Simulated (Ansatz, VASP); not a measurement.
## Nb: VASP beside Ansatz

File INCAR:

```
  PREC = Accurate
  ENCUT = 520
  EDIFF = 1E-7
  ISMEAR = -1
  SIGMA = 0.1
  LREAL = F
  LASPH = T
  NELM = 100
  ALGO = Normal
  ISIF = 2
  LWAVE = F
  LCHARG = F
  GGA = PS
  NBANDS = 34
```

The input KPOINTS:

```
regular mesh
0
Gamma
  14 14 4
```

File POSCAR:

```
Nb
1.0
    2.7518969230      0.0000000000      0.0000000000
   -1.3759484615      2.3832126439      0.0000000000
    0.0000000000      0.0000000000     10.1234788732
Nb
4
Direct
    0.0000000000      1.0000000000      1.0000000000
    0.0000000000      1.0000000000      0.5000000000
    0.3333333333      0.6666666667      0.2500000000
    0.6666666667      0.3333333333      0.7500000000
```

Input for Ansatz:

```yaml
crystal:
  lattice:
    - [2.751896923, 0.0, 0.0]
    - [-1.3759484615, 2.3832126439, 0.0]
    - [0.0, 0.0, 10.1234788732]
  atoms:
    - { symbol: Nb, position: [0.0, 1.0, 1.0] }
    - { symbol: Nb, position: [0.0, 1.0, 0.5] }
    - { symbol: Nb, position: [0.3333333333, 0.6666666667, 0.25] }
    - { symbol: Nb, position: [0.6666666667, 0.3333333333, 0.75] }
hamiltonian:
  xc: pbesol
  pseudopotentials:
    kind: paw
    azcp:
      Nb: "pseudopotentials/Nb.paw.azcp"
basis:
  ecutwfc: 420
  fft_grid_basis: typed
kpoints:
  mp_grid: { grid: [14, 14, 4], shift: [0, 0, 0] }
magnetization:
  spin_polarized: false
scf:
  occupations: { method: fermi_dirac, width: 0.1 }
  lower_state_search: "off"
output:
  stress: true
```

Alike in both runs: task single point; functional PBEsol; k mesh 14 × 14 × 4; occupations fermi-dirac, width 0.1 eV; no spin polarisation.

|  | VASP | Ansatz |
| --- | --- | --- |
| version | VASP 6.6.1 | Ansatz 0.2.0 |
| potentials or method | VASP PAW PBE potentials, release 64 (Nb_sv), cutoff 520 eV | plane waves (420 eV) with PAW, scalar-relativistic |
| valence electrons in the cell | 52 | 52 |

|  | VASP | Ansatz | Ansatz less VASP |
| --- | --- | --- | --- |
| pressure (GPa) | 16.6 | 16.9 | +0.30 |
| traceless stress, the component that is largest in VASP (GPa) | -1.10 | -1.05 | +0.051 |

VASP's potentials were made for PBE, not for PBEsol, and Ansatz warns of the same on its side.
